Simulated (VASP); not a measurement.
**BaTe (distorted rocksalt): one PBE single-point calculation in two programs**

```yaml
crystal:
  lattice:
    - [-0.02590, 3.47730, 3.66750]
    - [3.59120, -0.02740, 3.66900]
    - [3.58380, 3.47140, -0.02000]
  atoms:
    - { symbol: Ba, position: [0.00210, 0.99050, 0.00900] }
    - { symbol: Te, position: [0.50270, 0.49990, 0.49540] }
```

Datasets and cutoffs are each program's own. VASP's cell holds 16 valence electrons and Ansatz's 26. Ansatz's stress includes a Pulay correction; VASP's doesn't.

Cutoffs: 520 eV in VASP, 420 eV in Ansatz. k meshes: 6×6×6 and 6×6×6.

|  | VASP | Ansatz |
| --- | --- | --- |
| gap between bands v and c on the k mesh | 1.61 eV | 1.69 eV |
| least direct gap on the k mesh | 1.97 eV | 2.02 eV |
| pressure | -0.8 GPa | -1.0 GPa |
| largest force | 0.12 eV/Å | 0.12 eV/Å |

Forces (eV/Å), VASP:

| atom | Fx | Fy | Fz |
| --- | --- | --- | --- |
| Ba | -0.021 | -0.117 | 0.034 |
| Te | 0.021 | 0.117 | -0.034 |

Ansatz:

```
atom      Fx      Fy      Fz
  Ba  -0.020  -0.110   0.032
  Te   0.020   0.110  -0.032
```

VASP's potentials hold 16 valence electrons a cell and Ansatz's 26, so a difference between the two programs can come from the potentials and not from the codes.
